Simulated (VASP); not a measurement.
Wanted: the native input for a VASP 6.6.1 run.

```yaml
Task: relaxation of cell and atoms
Functional: RPBE
Potentials_or_basis: VASP PAW PBE potentials, release 64 (Rb_sv, Br)
Cutoff: 600 eV
k_mesh: 7 × 7 × 7
Occupations: fermi-dirac, width 0.05 eV
Spin: no spin polarisation
Dipole_correction: no
Further_INCAR_settings: ALGO = Normal; EDIFF = 1e-06; IBRION = 2; EDIFFG = -0.02; NSW = 80; ISIF = 3
```

The structure of RbBr lies in POSCAR:

```
RbBr
1.0
    4.1260773000      0.0000000000      0.0000000000
    0.0000000000      4.1260773000      0.0000000000
    0.0000000000      0.0000000000      4.1260773000
Rb Br
1 1
Direct
    0.0000000000      0.0000000000      0.0000000000
    0.5000000000      0.5000000000      0.5000000000
```

The input as run:

INCAR

```
  PREC = Accurate
  ENCUT = 600
  EDIFF = 1E-6
  ISMEAR = -1
  SIGMA = 0.05
  LREAL = F
  LASPH = T
  NELM = 80
  ALGO = Normal
  ISIF = 3
  LWAVE = F
  LCHARG = F
  GGA = RP
  IBRION = 2
  NSW = 80
  EDIFFG = -0.02
```

KPOINTS

```
Automatic mesh
0
Gamma
  7 7 7
```

Potentials or basis: VASP PAW PBE potentials, release 64 (Rb_sv, Br).

Command:

```sh
$ cat potpaw_PBE.64/Rb_sv/POTCAR potpaw_PBE.64/Br/POTCAR > POTCAR
$ mpirun -np 1 vasp_std > vasp.out
```

It gave:

| Property | Result |
| --- | --- |
| Relaxed volume | 41.36 Å³/atom |
| Relaxed cell | a = 4.357 Å, b = 4.357 Å, c = 4.357 Å, α = 90.00°, β = 90.00°, γ = 90.00° |
| Space group after relaxing (to 0.1 Å) | Pm-3m (No. 221) |
| Energy gained by relaxing | 41.6 meV/atom |
| Ionic steps | 4 |
| Pressure after relaxing | 0.0 GPa |
| Band gap on the k mesh | 3.92 eV (least direct gap 4.04 eV) |

Caveat: the volume moved by over 15 % at a fixed basis, so the end points are rough; the PAW data sets were made with another functional, which shifts forces and pressure a little; an odd mesh through Γ misses points on the zone boundary, where band edges can lie.

Run time: 110 s on 1 thread of Intel Xeon 8259CL, with other jobs on the host, peak memory 0.22 GiB.
